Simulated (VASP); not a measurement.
# Ta16C (a cell with a defect) in VASP: single point with PBE+D3(BJ)

Aim: the single point of Ta16C (a cell with a defect) with PBE+D3(BJ).

Everything below comes from runs of VASP 6.6.1. Logs are shortened: lines on timing, memory, paths and dates and some standing lists are left out, and cuts for length are marked.

**1. The cell of the first run**

The cell holds a defect, 17 atoms: a = 6.620 Å, b = 6.620 Å, c = 6.620 Å, α = 90.00°, β = 90.00°, γ = 90.00°.

**2. Single point, PBE+D3(BJ)**

INCAR reads:

```
  ALGO = Normal
  EDIFF = 1E-6
  ENCUT = 520
  GGA = PE
  ISIF = 2
  ISMEAR = 0
  IVDW = 12
  LASPH = True
  LCHARG = False
  LREAL = Auto
  LWAVE = False
  NBANDS = 104
  NELM = 60
  PREC = Accurate
  SIGMA = 0.05
```

KPOINTS reads:

```
k-points
0
Gamma
  3 3 3
```

POSCAR reads:

```
Ta16C
1.0
    6.6200000000      0.0000000000      0.0000000000
    0.0000000000      6.6200000000      0.0000000000
    0.0000000000      0.0000000000      6.6200000000
Ta C
16 1
Direct
   -0.0030877644     -0.0008892749     -0.0004356495
    0.5067037764      0.0211090634     -0.0003503021
   -0.0031066465      0.4933929003     -0.0004341390
   -0.0118024169      0.0006575529      0.4996555891
    0.2459373112      0.2462536254      0.2502416918
    0.5067211480      0.4713471299     -0.0003501511
    0.4970927492     -0.0031283988      0.4995947130
    0.7549725076      0.2462376133      0.2540214502
   -0.0118344411      0.4918614804      0.4996561934
    0.2363489426      0.7462392749      0.2744614804
    0.2459839879      0.2462554381      0.7489897281
    0.4971054381      0.4956264350      0.4995972810
    0.7461645015      0.7462620846      0.2524546828
    0.7548596677      0.2462373112      0.7451376133
    0.2364075529      0.7462400302      0.7249077039
    0.7460975831      0.7462645015      0.7467583082
    0.3717365559      0.7462148036     -0.0002610272
```

Potentials or basis: VASP PAW PBE potentials, release 64 (Ta_pv, C).

Command:

```bash
> cat potpaw_PBE.64/Ta_pv/POTCAR potpaw_PBE.64/C/POTCAR > POTCAR
> mpirun -np 1 vasp_std > vasp.out
```

OUTCAR:

```text
EDIFF = 1E-6
   ENCUT = 520
   GGA = PE
   ISIF = 2
   ISMEAR = 0
   IVDW = 12
   LASPH = True
   LREAL = Auto
   NELM = 60
   PREC = Accurate
 IVDW          = 12

 ion  position               nearest neighbor table
   1  0.997  0.999  1.000-   8 2.84  14 2.84  11 2.85   5 2.85  16 2.89  13 2.89  15 2.94  10 2.94
                             2 3.25   3 3.27   4 3.31   4 3.31   3 3.35   2 3.38
   2  0.507  0.021  1.000-  17 2.03   8 2.79  14 2.79   5 2.82  11 2.82  13 2.94  16 2.94   6 2.98
                            15 3.13  10 3.13   1 3.25   7 3.31   7 3.31   1 3.38
   3  0.997  0.493  1.000-   8 2.84  14 2.84  11 2.85   5 2.85  16 2.89  13 2.89  15 2.94  10 2.94
                             6 3.25   1 3.27   9 3.31   9 3.31   1 3.35   6 3.38
   4  0.988  0.001  0.500-  14 2.77   8 2.77  10 2.79  15 2.79  16 2.84  13 2.84  11 2.88   5 2.88
                             7 3.25   9 3.25   1 3.31   1 3.31   9 3.37   7 3.37
   5  0.246  0.246  0.250-   6 2.82   2 2.82   1 2.85   3 2.85   7 2.87  12 2.87   4 2.88   9 2.88
                             8 3.25  11 3.30  10 3.31  10 3.31  11 3.32   8 3.37
   6  0.507  0.471  1.000-  17 2.03   8 2.79  14 2.79   5 2.82  11 2.82  13 2.94  16 2.94   2 2.98
                            15 3.13  10 3.13   3 3.25  12 3.31  12 3.31   3 3.38
   7  0.497  0.997  0.500-  10 2.82  15 2.82  16 2.85  13 2.85  11 2.87   5 2.87  14 2.88   8 2.88
                             4 3.25  12 3.30   2 3.31   2 3.31  12 3.32   4 3.37
   8  0.755  0.246  0.254-   4 2.77   9 2.77   6 2.79   2 2.79   1 2.84   3 2.84   7 2.88  12 2.88
                             5 3.25  14 3.25  13 3.31  13 3.31  14 3.37   5 3.37
   9  0.988  0.492  0.500-  14 2.77   8 2.77  10 2.79  15 2.79  16 2.84  13 2.84  11 2.88   5 2.88
                            12 3.25   4 3.25   3 3.31   3 3.31   4 3.37  12 3.37
  10  0.236  0.746  0.274-  17 2.03   9 2.79   4 2.79  12 2.82   7 2.82   3 2.94   1 2.94  15 2.98
                             2 3.13   6 3.13  13 3.25   5 3.31   5 3.31  13 3.38
  11  0.246  0.246  0.749-   6 2.82   2 2.82   1 2.85   3 2.85  12 2.87   7 2.87   4 2.88   9 2.88
                            14 3.25   5 3.30  15 3.31  15 3.31   5 3.32  14 3.37
  12  0.497  0.496  0.500-  10 2.82  15 2.82  16 2.85  13 2.85  11 2.87   5 2.87  14 2.88   8 2.88
                             9 3.25   7 3.30   6 3.31   6 3.31   7 3.32   9 3.37
  13  0.746  0.746  0.252-   9 2.84   4 2.84   7 2.85  12 2.85   1 2.89   3 2.89   2 2.94   6 2.94
                            10 3.25  16 3.27   8 3.31   8 3.31  16 3.35  10 3.38
  14  0.755  0.246  0.745-   4 2.77   9 2.77   6 2.79   2 2.79   1 2.84   3 2.84   7 2.88  12 2.88
                             8 3.25  11 3.25  16 3.31  16 3.31   8 3.37  11 3.37
  15  0.236  0.746  0.725-  17 2.03   9 2.79   4 2.79  12 2.82   7 2.82   3 2.94   1 2.94  10 2.98
                             2 3.13   6 3.13  16 3.25  11 3.31  11 3.31  16 3.38
  16  0.746  0.746  0.747-   9 2.84   4 2.84   7 2.85  12 2.85   1 2.89   3 2.89   2 2.94   6 2.94
                            15 3.25  13 3.27  14 3.31  14 3.31  13 3.35  15 3.38
  17  0.372  0.746  1.000-   6 2.03   2 2.03  10 2.03  15 2.03

  LATTYP: Found a simple cubic cell.
 ALAT       =     6.6200000000

  Lattice vectors:

 A1 = (   6.6200000000,   0.0000000000,   0.0000000000)
[... 167 lines left out ...]
     AMIX     =   0.40;   BMIX     =  1.00
     AMIX_MAG =   1.60;   BMIX_MAG =  1.00
  volume/ion in A,a.u.               =      17.07       115.17
  Fermi-wavevector in a.u.,A,eV,Ry     =   1.396286  2.638598 26.526112  1.949614
  Thomas-Fermi vector in A             =   2.519655
   LORBIT       =      0    0 simple, 1 ext, 2 COOP (PROOUT), +10 PAW based schemes
   GGA     = PE    functional components
   LHFCALC =     F    Hartree Fock is set to
   AEXX    =    0.0000 exact exchange contribution
   IVDW    =    12    specifies the selected vdW correction
   LEPSILON=     F    determine dielectric tensor
   LRPA    =     F    only Hartree local field effects (RPA)
 non-spin polarized calculation
 Gauss-broadening in eV      SIGMA  =   0.05
  energy-cutoff  :      520.00
  volume of cell :      290.12
 maximum number of plane-waves:      7820
 NGX is ok and might be reduce to    50
   NGX = 25   NGY = 25   NGZ = 25

 number of electron     180.0000016 magnetization

 Free energy of the ion-electron system (eV)
  ---------------------------------------------------
  ext. energy  EPLUGINS =         0.00000000
  ---------------------------------------------------
  free energy    TOTEN  =      -197.24543652 eV

  energy without entropy =     -197.22438469  energy(sigma->0) =     -197.23491060

 E-fermi :   5.6745     XC(G=0): -12.6890

 val. band max:        5.6414673967   @ k =  -0.3333   0.0000   0.3333
 cond. band min:       5.6761154236   @ k =  -0.3333   0.3333   0.0000
 fundamental gap:      0.0346480270
 Fermi energy:         5.6745241971

 k-point     1 :       0.0000    0.0000    0.0000
  band No.  band energies     occupation
      1     -28.7054      2.00000
      2     -28.5988      2.00000
      3     -28.5799      2.00000
      4     -28.5798      2.00000
      5     -28.5630      2.00000
      6     -28.5519      2.00000
[... 1459 lines left out ...]
    101       8.5151      0.00000
    102       8.6044      0.00000
 [bands above 102 left out]

------------------------ aborting loop because EDIFF is reached ----------------------------------------

 Edisp (eV)  -10.94165

 E8    (eV) :    -5.6824

  FORCE on cell =-STRESS in cart. coord.  units (eV):
  Direction    XX          YY          ZZ          XY          YZ          ZX
  --------------------------------------------------------------------------------------
  -------------------------------------------------------------------------------------
  Total      -0.24674     7.22088     7.18250    -0.00489    -0.00111    -0.00582
  in kB      -1.36261    39.87737    39.66545    -0.02700    -0.00615    -0.03216
  external pressure =       26.06 kB  Pullay stress =        0.00 kB

 VOLUME and BASIS-vectors are now :
 -----------------------------------------------------------------------------
  energy-cutoff  :      520.00
  volume of cell :      290.12
      direct lattice vectors                 reciprocal lattice vectors
     6.620000000  0.000000000  0.000000000     0.151057402  0.000000000  0.000000000
     0.000000000  6.620000000  0.000000000     0.000000000  0.151057402  0.000000000
     0.000000000  0.000000000  6.620000000     0.000000000  0.000000000  0.151057402

 POSITION                                       TOTAL-FORCE (eV/Angst)
 -----------------------------------------------------------------------------------
      6.59956      6.61411      6.61712        -0.000465     -0.002288      0.002099
      3.35438      0.13974      6.61768         0.008697      0.034846     -0.001244
      6.59943      3.26626      6.61713         0.001138      0.002658      0.002618
      6.54187      0.00435      3.30772        -0.002960     -0.007274     -0.000704
      1.62811      1.63020      1.65660        -0.004156      0.000261      0.002893
      3.35449      3.12032      6.61768         0.009788     -0.034704     -0.000917
[... 9 lines left out ...]
      4.93917      4.94027      4.94354        -0.000996     -0.001105      0.002885
      2.46090      4.93994      6.61827        -0.000764      0.002993     -0.006806
 -----------------------------------------------------------------------------------
    total drift:                                0.004687      0.005837      0.000968

  FREE ENERGIE OF THE ION-ELECTRON SYSTEM (eV)
  ---------------------------------------------------
  free  energy   TOTEN  =      -208.1870882286 eV

  energy  without entropy=     -208.1660363963  energy(sigma->0) =     -208.17656231
```

OSZICAR:

```text
N       E                     dE             d eps       ncg     rms          rms(c)
DAV:   1     0.201941554963E+04    0.20194E+04   -0.99167E+04  2928   0.182E+03
DAV:   2    -0.752679262368E+02   -0.20947E+04   -0.20467E+04  3056   0.556E+02
DAV:   3    -0.202296819892E+03   -0.12703E+03   -0.12039E+03  3672   0.112E+02
DAV:   4    -0.207481971085E+03   -0.51852E+01   -0.49892E+01  3448   0.190E+01
DAV:   5    -0.207675578465E+03   -0.19361E+00   -0.19220E+00  3704   0.319E+00    0.596E+01
DAV:   6    -0.199105399726E+03    0.85702E+01   -0.29939E+01  3768   0.188E+01    0.294E+01
DAV:   7    -0.198070299511E+03    0.10351E+01   -0.13400E+01  3632   0.167E+01    0.866E+00
DAV:   8    -0.197378198384E+03    0.69210E+00   -0.79299E+00  3592   0.113E+01    0.263E+00
DAV:   9    -0.197250509465E+03    0.12769E+00   -0.91739E-01  3576   0.421E+00    0.102E+00
DAV:  10    -0.197248607268E+03    0.19022E-02   -0.14772E-01  3592   0.165E+00    0.662E-01
DAV:  11    -0.197245617732E+03    0.29895E-02   -0.23386E-02  3496   0.771E-01    0.288E-01
DAV:  12    -0.197245506589E+03    0.11114E-03   -0.49737E-03  3744   0.323E-01    0.117E-01
DAV:  13    -0.197245472128E+03    0.34460E-04   -0.12251E-03  3576   0.181E-01    0.713E-02
DAV:  14    -0.197245444226E+03    0.27902E-04   -0.32976E-04  3712   0.830E-02    0.293E-02
DAV:  15    -0.197245439938E+03    0.42877E-05   -0.42034E-05  3296   0.287E-02    0.133E-02
DAV:  16    -0.197245438419E+03    0.15189E-05   -0.77255E-06  2840   0.937E-03    0.360E-03
DAV:  17    -0.197245437142E+03    0.12777E-05   -0.14869E-06  1912   0.630E-03    0.162E-03
DAV:  18    -0.197245436518E+03    0.62391E-06   -0.25087E-07  1792   0.282E-03
   1 F= -.20818709E+03 E0= -.20817656E+03  d E =-.210518E-01
```

stdout:

```text
POSCAR found type information on POSCAR TaC
 POSCAR found :  2 types and      17 ions
 scaLAPACK will be used
 LDA part: xc-table for (Slater+PW92), standard interpolation
 POSCAR, INCAR and KPOINTS ok, starting setup
 FFT: planning ... GRIDC
 FFT: planning ... GRID_SOFT
 FFT: planning ... GRID
 WAVECAR not read
 entering main loop
```

Wall time 7.8 min (1 thread of Intel Xeon 6975P-C (Granite Rapids), shared host); peak memory 0.51 GiB.

What came out:

```
Free energy                : -208.1871 eV
Pressure                   : 2.6 GPa
Largest force              : 0.036 eV/Å
Band gap on the k mesh     : zero (bands 90 and 91 overlap by 1.37 eV)
Dispersion energy per atom : -0.644 eV
```

Forces on the atoms (eV/Å):
```
Ta   0.000 -0.002  0.002
Ta   0.009  0.035 -0.001
Ta   0.001  0.003  0.003
Ta  -0.003 -0.007 -0.001
Ta  -0.004  0.000  0.003
Ta   0.010 -0.035 -0.001
Ta   0.007  0.003  0.002
Ta   0.001 -0.001 -0.002
Ta  -0.003  0.005 -0.001
Ta  -0.008 -0.001  0.032
Ta  -0.007  0.000 -0.002
Ta   0.007  0.000  0.001
Ta  -0.003  0.000 -0.002
Ta   0.006 -0.001  0.005
Ta  -0.010 -0.001 -0.034
Ta  -0.001 -0.001  0.003
C   -0.001  0.003 -0.007
```

Caveat: spin-orbit coupling is left out, which moves the levels of the heavy elements.
